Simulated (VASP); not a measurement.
# K2WF (P6_3/mmc) in VASP: notebook

Runs on K2WF. Level: PBE. Tasks: single point.

All numbers are computed with VASP 6.6.1; they aren't measurements. Logs are shortened: lines on timing, memory, paths and dates and some standing lists are left out, and cuts for length are marked.

## (1) The cell of the first run

The structure is hexagonal, space group P6_3/mmc (No. 194). Conventional cell: a = 3.035 Å, b = 3.035 Å, c = 19.906 Å, α = 90.00°, β = 90.00°, γ = 120.00°. K (site symmetry 3m) has 3 F at 2.53 Å and 6 K at 3.03 Å within 3.3 Å. Within 4.0 Å of W (site symmetry -3m) lie 6 W at 3.03 Å and 6 K at 3.61 Å. F (site symmetry -6m2) has 6 K at 2.53 Å and 6 F at 3.03 Å within 3.3 Å.

## (2) Single point, PBE, collinear spin, ferromagnetic start

File INCAR:

```
  ALGO = Normal
  EDIFF = 1E-6
  ENCUT = 520
  GGA = PE
  ISIF = 2
  ISMEAR = 0
  ISPIN = 2
  LASPH = True
  LCHARG = False
  LMAXMIX = 4
  LORBIT = 11
  LREAL = False
  LWAVE = False
  MAGMOM = 0 0 0 0 0.19 0.19 0 0
  NBANDS = 53
  NELM = 150
  PREC = Accurate
  SIGMA = 0.1
```

File KPOINTS:

```
k-points
0
Gamma
  6 6 2
```

File POSCAR:

```
K2WF
1.0
    3.0348501346     -0.0000000023      0.0000000000
   -1.5174250653      2.6282573144      0.0000000000
    0.0000000000      0.0000000000     19.9061102059
K W F
4 2 2
Direct
    0.6666666667      0.3333333333      0.8413575555
    0.3333333333      0.6666666667      0.1586424445
    0.3333333333      0.6666666667      0.3413575555
    0.6666666667      0.3333333333      0.6586424445
    0.0000000000      0.0000000000      0.0000000000
    0.0000000000      0.0000000000      0.5000000000
    0.3333333333      0.6666666667      0.7500000000
    0.6666666667      0.3333333333      0.2500000000
```

Potentials or basis: VASP PAW PBE potentials, release 64 (K_sv, W_sv, F).

The run is started by

```sh
$ cat potpaw_PBE.64/K_sv/POTCAR potpaw_PBE.64/W_sv/POTCAR potpaw_PBE.64/F/POTCAR > POTCAR
$ mpirun -np 1 vasp_std > vasp.out
```

OUTCAR:

```text
EDIFF = 1E-6
   ENCUT = 520
   GGA = PE
   ISIF = 2
   ISMEAR = 0
   ISPIN = 2
   LASPH = True
   LORBIT = 11
   LREAL = False
   NELM = 150
   PREC = Accurate

 ion  position               nearest neighbor table
   1  0.667  0.333  0.841-   7 2.53   7 2.53   7 2.53   5 3.61   5 3.61   5 3.61   4 3.64
   2  0.333  0.667  0.159-   8 2.53   8 2.53   8 2.53   5 3.61   5 3.61   5 3.61   3 3.64
   3  0.333  0.667  0.341-   8 2.53   8 2.53   8 2.53   6 3.61   6 3.61   6 3.61   2 3.64
   4  0.667  0.333  0.659-   7 2.53   7 2.53   7 2.53   6 3.61   6 3.61   6 3.61   1 3.64
   5  0.000  0.000  0.000-   1 3.61   2 3.61   1 3.61   2 3.61   1 3.61   2 3.61
   6  0.000  0.000  0.500-   3 3.61   4 3.61   4 3.61   3 3.61   4 3.61   3 3.61
   7  0.333  0.667  0.750-   1 2.53   4 2.53   1 2.53   4 2.53   1 2.53   4 2.53
   8  0.667  0.333  0.250-   2 2.53   3 2.53   2 2.53   3 2.53   2 2.53   3 2.53

  LATTYP: Found a hexagonal cell.
 ALAT       =     3.0348501346
 C/A-ratio  =     6.5591740360

  Lattice vectors:

 A1 = (   3.0348501346,  -0.0000000023,   0.0000000000)
 A2 = (  -1.5174250653,   2.6282573144,   0.0000000000)
 A3 = (   0.0000000000,   0.0000000000,  19.9061102059)

Analysis of symmetry for initial positions (statically):
=====================================================================
 Subroutine PRICEL returns:
 Original cell was already a primitive cell.

 Routine SETGRP: Setting up the symmetry group for a
 hexagonal supercell.

 Subroutine GETGRP returns: Found 24 space group operations
 (whereof 12 operations were pure point group operations)
 out of a pool of 24 trial point group operations.

The static configuration has the point symmetry D_3d.
 The point group associated with its full space group is D_6h.

Analysis of symmetry for dynamics (positions and initial velocities):
=====================================================================
 Subroutine PRICEL returns:
 Original cell was already a primitive cell.

 Routine SETGRP: Setting up the symmetry group for a
 hexagonal supercell.

 Subroutine GETGRP returns: Found 24 space group operations
 (whereof 12 operations were pure point group operations)
 out of a pool of 24 trial point group operations.

The dynamic configuration has the point symmetry D_3d.
 The point group associated with its full space group is D_6h.

Analysis of structural, dynamic, and magnetic symmetry:
[... 155 lines left out ...]
  ---------------------------------------------------
  ext. energy  EPLUGINS =         0.00000000
  ---------------------------------------------------
  free energy    TOTEN  =       -36.00359217 eV

  energy without entropy =      -35.97250042  energy(sigma->0) =      -35.98804630

 E-fermi :   4.2115     XC(G=0):  -9.9696

 val. band max:        4.1650453398   @ k =   0.5000   0.0000   0.0000
 cond. band min:       4.2362805231   @ k =   0.3333   0.1667   0.0000
 fundamental gap:      0.0712351833
 Fermi energy:         4.2114924543

 spin component 1

 k-point     1 :       0.0000    0.0000    0.0000
  band No.  band energies     occupation
      1     -69.9243      1.00000
      2     -69.9243      1.00000
      3     -34.1460      1.00000
      4     -34.1460      1.00000
      5     -33.7422      1.00000
      6     -33.7422      1.00000
[... 745 lines left out ...]
     50       8.6451      0.00000
     51       9.1949      0.00000
 Fermi energy:         4.2114924543

 spin component 2

 k-point     1 :       0.0000    0.0000    0.0000
  band No.  band energies     occupation
      1     -69.8506      1.00000
      2     -69.8506      1.00000
      3     -33.9861      1.00000
      4     -33.9861      1.00000
      5     -33.6740      1.00000
      6     -33.6740      1.00000
[... 745 lines left out ...]
     50       8.7634      0.00000
     51       9.2053      0.00000
 [bands above 51 left out]

------------------------ aborting loop because EDIFF is reached ----------------------------------------

  FORCE on cell =-STRESS in cart. coord.  units (eV):
  Direction    XX          YY          ZZ          XY          YZ          ZX
  --------------------------------------------------------------------------------------
  -------------------------------------------------------------------------------------
  Total        0.1992128      0.1992128      0.2331624      0.0000000     -0.0000000     -0.0000000
  in kB        2.0101862      2.0101862      2.3527592      0.0000000     -0.0000000     -0.0000000
  external PRESSURE =       2.1243772 kB  Pullay stress =       0.0000000 kB

 VOLUME and BASIS-vectors are now :
 -----------------------------------------------------------------------------
  energy-cutoff  :      520.00
  volume of cell :      158.78
      direct lattice vectors                 reciprocal lattice vectors
     3.034850135 -0.000000002  0.000000000     0.329505562  0.190240125  0.000000000
    -1.517425065  2.628257314  0.000000000     0.000000000  0.380480250  0.000000000
     0.000000000  0.000000000 19.906110206     0.000000000  0.000000000  0.050235832

 POSITION                                       TOTAL-FORCE (eV/Angst)
 -----------------------------------------------------------------------------------
      1.51743      0.87609     16.74816        -0.000000     -0.000000      0.042177
      0.00000      1.75217      3.15795         0.000000      0.000000     -0.042177
      0.00000      1.75217      6.79510        -0.000000      0.000000      0.042177
      1.51743      0.87609     13.11101        -0.000000      0.000000     -0.042177
      0.00000      0.00000      0.00000        -0.000000      0.000000     -0.000000
      0.00000      0.00000      9.95306        -0.000000      0.000000     -0.000000
      0.00000      1.75217     14.92958         0.000000      0.000000     -0.000000
      1.51743      0.87609      4.97653        -0.000000     -0.000000     -0.000000
 -----------------------------------------------------------------------------------
    total drift:                                0.000000      0.000000      0.000000

  FREE ENERGIE OF THE ION-ELECTRON SYSTEM (eV)
  ---------------------------------------------------
  free  energy   TOTEN  =       -36.0035921722 eV

  energy  without entropy=      -35.9725004192  energy(sigma->0) =      -35.98804630

 total charge

# of ion       s       p       d       tot
------------------------------------------
    1        1.978   5.598   0.061   7.637
    2        1.978   5.598   0.061   7.637
    3        1.978   5.598   0.061   7.637
    4        1.978   5.598   0.061   7.637
    5        2.411   6.130   3.084  11.626
    6        2.411   6.130   3.084  11.626
    7        1.734   4.381   0.000   6.115
    8        1.734   4.381   0.000   6.115
--------------------------------------------------
tot         16.203  43.416   6.413  66.032

 magnetization (x)

# of ion       s       p       d       tot
------------------------------------------
    1       -0.000   0.001   0.002   0.002
    2       -0.000   0.001   0.002   0.002
    3       -0.000   0.001   0.002   0.002
    4       -0.000   0.001   0.002   0.002
    5        0.010   0.003   0.155   0.168
    6        0.010   0.003   0.155   0.168
    7       -0.000   0.000   0.000   0.000
    8       -0.000   0.000   0.000   0.000
--------------------------------------------------
tot          0.017   0.011   0.318   0.346
```

It took 7 min on 1 thread of Oxide Virtual Turin-like, shared host; peak memory 0.41 GiB.

What came out:

```yaml
Free_energy: -36.0036 eV
Pressure: 0.2 GPa
Largest_force: 0.042 eV/Å
Net_moment: 0.48 μB per cell
Site_moments: K +0.00; W +0.17; F +0.00 μB
Valence_electrons_inside_the_program's_atomic_spheres: K 7.64; W 11.63; F 6.12
```

Forces on the atoms (eV/Å):
```
K    0.000  0.000  0.042
K    0.000  0.000 -0.042
K    0.000  0.000  0.042
K    0.000  0.000 -0.042
W    0.000  0.000  0.000
W    0.000  0.000  0.000
F    0.000  0.000  0.000
F    0.000  0.000  0.000
```

Levels at points of the mesh, in eV from the Fermi level:
Spin up:
| k point | band 35 | band 36 | band 37 | band 38 | band 39 | band 40 | band 41 | band 42 |
| --- | --- | --- | --- | --- | --- | --- | --- | --- |
| (0.00, 0.00, 0.00) | -1.80 | -1.68 | -1.02 | -0.73 | 0.06 | 0.06 | 0.06 | 0.06 |
| (0.50, 0.00, 0.00) | -1.87 | -1.85 | -0.45 | -0.39 | 0.97 | 1.02 | 1.44 | 1.44 |
| (0.00, 0.00, 0.50) | -1.75 | -1.75 | -0.87 | -0.87 | 0.06 | 0.06 | 0.06 | 0.06 |
| (0.50, 0.00, 0.50) | -1.86 | -1.86 | -0.42 | -0.42 | 0.99 | 0.99 | 1.44 | 1.44 |
Spin down:
```tsv
k point	band 35	band 36	band 37	band 38	band 39	band 40	band 41	band 42
(0.00, 0.00, 0.00)	-1.53	-1.41	-0.95	-0.66	0.13	0.13	0.13	0.13
(0.50, 0.00, 0.00)	-1.82	-1.80	-0.12	-0.05	0.98	1.03	1.53	1.53
(0.00, 0.00, 0.50)	-1.48	-1.48	-0.80	-0.80	0.13	0.13	0.13	0.13
(0.50, 0.00, 0.50)	-1.81	-1.81	-0.08	-0.08	1.00	1.00	1.53	1.53
```

Caveat: the k points lie up to 0.40 Å⁻¹ apart; spin-orbit coupling is left out, which moves the levels of the heavy elements.

## (3) Single point, PBE, collinear spin, ferromagnetic start

This run uses another cell than the first one, of 21.67 Å³/atom, 1.092 times its volume.

File INCAR:

```
PREC = Accurate ; ENCUT = 520
EDIFF = 1E-6 ; ISMEAR = 0
SIGMA = 0.1 ; LREAL = False
LASPH = True ; NELM = 150
ALGO = Normal ; ISIF = 2
LWAVE = False ; LCHARG = False
ISPIN = 2 ; MAGMOM = 0.19 0.19 0.19 0.19 2.66 2.66 0.04 0.04
LORBIT = 11 ; LMAXMIX = 4
GGA = PE ; NBANDS = 53
```

File KPOINTS:

```
Automatic mesh
0
Gamma
  6 6 2
```

File POSCAR:

```
K2WF
1.0
    3.8307059100      0.0000000000      0.0000000000
   -1.9153529500      3.3174886300      0.0000000000
    0.0000000000      0.0000000000     13.6416190400
K W F
4 2 2
Direct
    0.6666666700      0.3333333300      0.9028959900
    0.3333333300      0.6666666700      0.0971040100
    0.3333333300      0.6666666700      0.4028959900
    0.6666666700      0.3333333300      0.5971040100
    0.0000000000      0.0000000000      0.0000000000
    0.0000000000      0.0000000000      0.5000000000
    0.3333333300      0.6666666700      0.7500000000
    0.6666666700      0.3333333300      0.2500000000
```

Potentials or basis: VASP PAW PBE potentials, release 64 (K_sv, W_sv, F).

The run is started by

```sh
$ cat potpaw_PBE.64/K_sv/POTCAR potpaw_PBE.64/W_sv/POTCAR potpaw_PBE.64/F/POTCAR > POTCAR
$ mpirun -np 1 vasp_std > vasp.out
```

Run time: 8 min. Hardware: 1 thread of Oxide Virtual Turin-like, shared host; peak memory 0.42 GiB.

Results (log left out):

```
Free energy                                           : -18.0383 eV
Pressure                                              : 20.8 GPa
Largest force                                         : 6.041 eV/Å
Net moment                                            : 8.41 μB per cell
Site moments                                          : K +0.17; W +2.94; F +0.04 μB
Valence electrons inside the program's atomic spheres : K 7.78; W 12.26; F 6.02
```

Forces in eV/Å, atoms in the order of the input:
```
K    0.000  0.000 -6.041
K    0.000  0.000  6.041
K    0.000  0.000 -6.041
K    0.000  0.000  6.041
W    0.000  0.000  0.000
W    0.000  0.000  0.000
F    0.000  0.000  0.000
F    0.000  0.000  0.000
```

Stress tensor (GPa, compression positive):
```
21.86  0.00  0.00
 0.00 21.86  0.00
 0.00  0.00 18.61
```

Levels at points of the mesh, in eV from the Fermi level:
Spin up:
| k point | band 42 | band 43 | band 44 | band 45 | band 46 | band 47 |
| --- | --- | --- | --- | --- | --- | --- |
| (0.00, 0.00, 0.00) | -0.84 | -0.78 | -0.78 | 0.66 | 1.28 | 4.79 |
| (0.50, 0.00, 0.00) | -0.16 | 0.21 | 0.25 | 1.28 | 1.32 | 3.93 |
| (0.00, 0.00, 0.50) | -0.81 | -0.81 | -0.81 | 0.99 | 0.99 | 4.97 |
| (0.50, 0.00, 0.50) | -0.17 | 0.23 | 0.23 | 1.30 | 1.30 | 4.03 |
Spin down:
```csv
k point,band 31,band 32,band 33,band 34,band 35,band 36,band 37,band 38
"(0.00, 0.00, 0.00)",-1.82,-1.82,-1.76,-1.02,-0.04,-0.04,-0.03,-0.03
"(0.50, 0.00, 0.00)",-1.92,-1.92,-1.15,-1.09,1.14,1.20,1.47,1.52
"(0.00, 0.00, 0.50)",-1.83,-1.83,-1.36,-1.36,-0.03,-0.03,-0.03,-0.03
"(0.50, 0.00, 0.50)",-1.92,-1.92,-1.12,-1.12,1.18,1.18,1.48,1.48
```

Caveat: spin-orbit coupling is left out, which moves the levels of the heavy elements; forces of over 1 eV/Å act on the atoms, so gaps and moduli don't describe the material at rest.
